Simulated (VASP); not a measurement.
# HfSiO4 (I4_1/amd) in VASP: further runs, part 2 of 2

VASP 6.6.1. Earlier steps stand in the parts before.

**3. Single point, PBE**

This run uses another cell than the first one, of 11.07 Å³/atom.

INCAR

```
PREC = Accurate
ENCUT = 520
EDIFF = 1E-6
ISMEAR = 0
SIGMA = 0.02
LREAL = False
LASPH = True
NELM = 80
ALGO = Normal
ISIF = 2
LWAVE = False
LCHARG = False
GGA = PE
NBANDS = 50
```

KPOINTS

```
regular mesh
0
Gamma
  6 6 6
```

POSCAR

```
HfSiO4
1.0
   -3.3224525180      3.3224525180      3.0074739819
    3.3224525180     -3.3224525180      3.0074739819
    3.3224525180      3.3224525180     -3.0074739819
Hf Si O
2 2 8
Direct
    0.0000000000      0.0000000000      0.0000000000
    0.7500000000      0.2500000000      0.5000000000
    0.2500000000      0.7500000000      0.5000000000
    0.5000000000      0.5000000000      0.0000000000
    0.1347298301      0.3189388944      0.8157909357
    0.0689388944      0.7531479587      0.6842090643
    0.0689388944      0.3847298301      0.3157909357
    0.5031479587      0.3189388944      0.1842090643
    0.6810611056      0.4968520413      0.8157909357
    0.6152701699      0.9310611056      0.6842090643
    0.2468520413      0.9310611056      0.3157909357
    0.6810611056      0.8652701699      0.1842090643
```

Potentials or basis: VASP PAW PBE potentials, release 64 (Hf_pv, Si, O).

The run is started by

```
$ cat potpaw_PBE.64/Hf_pv/POTCAR potpaw_PBE.64/Si/POTCAR potpaw_PBE.64/O/POTCAR > POTCAR
$ mpirun -np 1 vasp_std > vasp.out
```

OUTCAR:

```text
PREC = Accurate
   ENCUT = 520
   EDIFF = 1E-6
   ISMEAR = 0
   LREAL = False
   LASPH = True
   NELM = 80
   ISIF = 2
   GGA = PE

 ion  position               nearest neighbor table
   1  0.000  0.000  0.000-   6 2.14   7 2.14  10 2.14  11 2.14   8 2.28   9 2.28  12 2.28   5 2.28
                             4 3.01   4 3.01   2 3.65   2 3.65   2 3.65   2 3.65
   2  0.750  0.250  0.500-   5 2.14   8 2.14   9 2.14  12 2.14   6 2.28  11 2.28   7 2.28  10 2.28
                             3 3.01   3 3.01   1 3.65   1 3.65   1 3.65   1 3.65
   3  0.250  0.750  0.500-   6 1.64   7 1.64  10 1.64  11 1.64   2 3.01   2 3.01
   4  0.500  0.500  0.000-   5 1.64   8 1.64   9 1.64  12 1.64   1 3.01   1 3.01
   5  0.135  0.319  0.816-   4 1.64   2 2.14   1 2.28
   6  0.069  0.753  0.684-   3 1.64   1 2.14   2 2.28
   7  0.069  0.385  0.316-   3 1.64   1 2.14   2 2.28
   8  0.503  0.319  0.184-   4 1.64   2 2.14   1 2.28
   9  0.681  0.497  0.816-   4 1.64   2 2.14   1 2.28
  10  0.615  0.931  0.684-   3 1.64   1 2.14   2 2.28
  11  0.247  0.931  0.316-   3 1.64   1 2.14   2 2.28
  12  0.681  0.865  0.184-   4 1.64   2 2.14   1 2.28

[... 1486 lines left out ...]
 [... further k-points ...]

------------------------ aborting loop because EDIFF is reached ----------------------------------------

  FORCE on cell =-STRESS in cart. coord.  units (eV):
  Direction    XX          YY          ZZ          XY          YZ          ZX
  --------------------------------------------------------------------------------------
  -------------------------------------------------------------------------------------
  Total       -1.4010018     -1.4010018     -1.1599286      0.0000000      0.0000000      0.0000000
  in kB      -16.9032358    -16.9032358    -13.9946622      0.0000000      0.0000000      0.0000000
  external PRESSURE =     -15.9337113 kB  Pullay stress =       0.0000000 kB

 VOLUME and BASIS-vectors are now :
 -----------------------------------------------------------------------------
  energy-cutoff  :      520.00
  volume of cell :      132.79
      direct lattice vectors                 reciprocal lattice vectors
    -3.322452518  3.322452518  3.007473982     0.000000000  0.150491240  0.166252477
     3.322452518 -3.322452518  3.007473982     0.150491240  0.000000000  0.166252477
     3.322452518  3.322452518 -3.007473982     0.150491240  0.150491240  0.000000000

 POSITION                                       TOTAL-FORCE (eV/Angst)
 -----------------------------------------------------------------------------------
      0.00000      0.00000      0.00000        -0.000000      0.000000     -0.000000
      0.00000      3.32245      1.50374        -0.000000      0.000000     -0.000000
      3.32245      0.00000      1.50374        -0.000000      0.000000     -0.000000
      0.00000      0.00000      3.00747        -0.000000      0.000000     -0.000000
      3.32245      2.09840     -1.08907         0.000000     -0.125893     -0.132981
      4.54650      0.00000      0.41466         0.125893      0.000000     -0.132981
      2.09840      0.00000      0.41466        -0.125893      0.000000     -0.132981
      0.00000      1.22405      1.91840        -0.000000      0.125893     -0.132981
      2.09840      3.32245      1.08907        -0.125893      0.000000      0.132981
      3.32245      1.22405      2.59281        -0.000000      0.125893      0.132981
      3.32245     -1.22405      2.59281        -0.000000     -0.125893      0.132981
      1.22405     -0.00000      4.09655         0.125893      0.000000      0.132981
 -----------------------------------------------------------------------------------
    total drift:                                0.000000      0.000000     -0.000000

  FREE ENERGIE OF THE ION-ELECTRON SYSTEM (eV)
  ---------------------------------------------------
  free  energy   TOTEN  =      -108.6582465984 eV

  energy  without entropy=     -108.6582465984  energy(sigma->0) =     -108.65824660
```

Wall time 3 min (1 thread of Intel Xeon Platinum 8124M at 3.00GHz (Skylake/Cascade Lake), shared host); peak memory 0.35 GiB.

Results:

```
Free energy            : -108.6582 eV
Pressure               : -1.6 GPa
Largest force          : 0.183 eV/Å
Band gap on the k mesh : 5.27 eV (least direct gap 5.60 eV)
```

Forces in eV/Å, atoms in the order of the input:
```
Hf   0.000  0.000  0.000
Hf   0.000  0.000  0.000
Si   0.000  0.000  0.000
Si   0.000  0.000  0.000
O    0.000 -0.126 -0.133
O    0.126  0.000 -0.133
O   -0.126  0.000 -0.133
O    0.000  0.126 -0.133
O   -0.126  0.000  0.133
O    0.000  0.126  0.133
O    0.000 -0.126  0.133
O    0.126  0.000  0.133
```

Stress tensor (GPa, compression positive):
```
-1.69  0.00  0.00
 0.00 -1.69  0.00
 0.00  0.00 -1.40
```

Levels at points of the mesh, in eV from the valence-band top:
| k point | band 35 | band 36 | band 37 | band 38 | band 39 | band 40 | band 41 | band 42 |
| --- | --- | --- | --- | --- | --- | --- | --- | --- |
| (0.00, 0.00, 0.00) | -0.60 | -0.60 | -0.53 | 0.00 | 5.60 | 5.91 | 5.96 | 6.04 |
| (0.50, 0.00, 0.00) | -0.95 | -0.80 | -0.24 | -0.22 | 5.50 | 5.66 | 6.39 | 6.54 |
| (0.50, 0.50, 0.00) | -0.89 | -0.89 | -0.58 | -0.58 | 5.28 | 5.28 | 6.35 | 6.35 |
| (0.50, 0.50, 0.50) | -1.07 | -1.07 | -0.89 | -0.89 | 6.06 | 6.06 | 6.38 | 6.38 |

Caveat: spin-orbit coupling is left out, which moves the levels of the heavy elements. A k mesh can miss the band edges.

**4. Single point, PBE**

This run uses another cell than the first one: it holds 36 atoms, not 12.

INCAR

```
SYSTEM = HfSiO4
PREC = Accurate
ENCUT = 520
EDIFF = 1E-6
ISMEAR = 0
SIGMA = 0.02
LREAL = Auto
LASPH = .True.
NELM = 60
ALGO = Normal
ISIF = 2
LWAVE = .False.
LCHARG = .False.
GGA = PE
NBANDS = 138
```

KPOINTS

```
regular mesh
0
Gamma
  2 2 2
  0 0 0
```

POSCAR

```
HfSiO4
1.0
    6.6449050361      0.0000000000      0.0000000000
    0.0000000000     -6.6449050361      0.0000000000
   -3.3224525180      3.3224525180     -9.0224219457
Hf Si O
6 6 24
Direct
    0.0000000000      1.0000000000      0.0000000000
    0.3333333333      0.3333333333      0.6666666667
    0.6666666667      0.6666666667      0.3333333333
    0.2500000000      0.7500000000      0.5000000000
    0.5833333333      0.0833333333      0.1666666667
    0.9166666667      0.4166666667      0.8333333333
    0.7500000000      0.2500000000      0.5000000000
    0.0833333333      0.5833333333      0.1666666667
    0.4166666667      0.9166666667      0.8333333333
    0.1666666667      0.1666666667      0.3333333333
    0.5000000000      0.5000000000      1.0000000000
    0.8333333333      0.8333333333      0.6666666667
    0.8936870352      0.0778960995      0.7873740704
    0.2270203685      0.4112294328      0.4540407371
    0.5603537019      0.7445627661      0.1207074037
    0.9945627661      0.3103537019      0.6207074037
    0.3278960995      0.6436870352      0.2873740704
    0.6612294328      0.9770203685      0.9540407371
    0.6261446376      0.3103537019      0.6207074037
    0.9594779709      0.6436870352      0.2873740704
    0.2928113043      0.9770203685      0.9540407371
    0.2270203685      0.0428113043      0.4540407371
    0.5603537019      0.3761446376      0.1207074037
    0.8936870352      0.7094779709      0.7873740704
    0.5887705672      0.7729796315      0.5459592629
    0.9221039005      0.1063129648      0.2126259296
    0.2554372339      0.4396462981      0.8792925963
    0.6896462981      0.0054372339      0.3792925963
    0.0229796315      0.3387705672      0.0459592629
    0.3563129648      0.6721039005      0.7126259296
    0.6896462981      0.3738553624      0.3792925963
    0.0229796315      0.7071886957      0.0459592629
    0.3563129648      0.0405220291      0.7126259296
    0.2905220291      0.1063129648      0.2126259296
    0.6238553624      0.4396462981      0.8792925963
    0.9571886957      0.7729796315      0.5459592629
```

The run is started by

```
$ cat potpaw_PBE.64/Hf_pv/POTCAR potpaw_PBE.64/Si/POTCAR potpaw_PBE.64/O/POTCAR > POTCAR
$ mpirun -np 1 vasp_std > vasp.out
```

It took 6.4 min on 1 thread of Intel Xeon Platinum 8124M at 3.00GHz (Skylake/Cascade Lake), shared host; peak memory 0.53 GiB.

The run converged. Its results:

- Free energy: -325.9381 eV
- Pressure: -1.6 GPa
- Largest force: 0.174 eV/Å
- Band gap on the k mesh: 5.27 eV

Forces on the atoms (eV/Å):
```
Hf   0.000  0.000  0.000
Hf   0.000  0.000  0.000
Hf   0.000  0.000  0.000
Hf   0.000  0.000  0.000
Hf   0.000  0.000  0.000
Hf   0.000  0.000  0.000
Si   0.000  0.000  0.000
Si   0.000  0.000  0.000
Si   0.000  0.000  0.000
Si   0.000  0.000  0.000
Si   0.000  0.000  0.000
Si   0.000  0.000  0.000
O    0.000 -0.130 -0.116
O    0.000 -0.130 -0.116
O    0.000 -0.130 -0.116
O    0.130  0.000 -0.116
O    0.130  0.000 -0.116
O    0.130  0.000 -0.116
O   -0.130  0.000 -0.116
O   -0.130  0.000 -0.116
O   -0.130  0.000 -0.116
O    0.000  0.130 -0.116
O    0.000  0.130 -0.116
O    0.000  0.130 -0.116
O   -0.130  0.000  0.116
O   -0.130  0.000  0.116
O   -0.130  0.000  0.116
O    0.000  0.130  0.116
O    0.000  0.130  0.116
O    0.000  0.130  0.116
O    0.000 -0.130  0.116
O    0.000 -0.130  0.116
O    0.000 -0.130  0.116
O    0.130  0.000  0.116
O    0.130  0.000  0.116
O    0.130  0.000  0.116
```

Stress tensor (GPa, compression positive):
```
-1.71  0.00  0.00
 0.00 -1.71  0.00
 0.00  0.00 -1.41
```

Levels at points of the mesh, in eV from the valence-band top:
| k point | band 112 | band 113 | band 114 | band 115 | band 116 | band 117 |
| --- | --- | --- | --- | --- | --- | --- |
| (0.00, 0.00, 0.00) | -0.45 | -0.45 | 0.00 | 5.60 | 5.77 | 5.77 |
| (0.50, 0.00, 0.00) | -0.36 | -0.24 | -0.22 | 5.50 | 5.56 | 5.56 |
| (0.50, 0.50, 0.00) | -0.49 | -0.49 | -0.49 | 5.27 | 5.27 | 5.27 |
| (0.00, 0.00, 0.50) | -0.33 | -0.05 | -0.05 | 5.63 | 5.63 | 6.06 |

Caveat: the k points lie up to 0.50 Å⁻¹ apart; spin-orbit coupling is left out, which moves the levels of the heavy elements.

**5. Summary**

```tsv
cell	k mesh	smearing	gap on the mesh (eV)	pressure (GPa)	largest force (eV/Å)
a = 5.575 Å, angles 106.9, 106.9, 114.7°, 12 atoms, atomic positions A	4 × 4 × 4	gaussian 0.1 eV	5.28	-1.2	0.19
a = 5.579 Å, angles 106.9, 106.9, 114.8°, 12 atoms, atomic positions A	6 × 6 × 6	gaussian 0.02 eV	5.27	-1.6	0.18
a = 6.645, b = 6.645, c = 10.173 Å, angles 109.1, 109.1, 90.0°, 36 atoms, atomic positions B	2 × 2 × 2	gaussian 0.02 eV	5.27	-1.6	0.17
```

Alike in all rows: task single point; level PBE; potentials or basis VASP PAW PBE potentials, release 64 (Hf_pv, Si, O); no spin polarisation; cutoff (eV) 520.

Caveats: some runs use coarse meshes; spin-orbit coupling is left out, which moves the levels of the heavy elements.

Absolute energies hang on the potentials; compare differences alone.
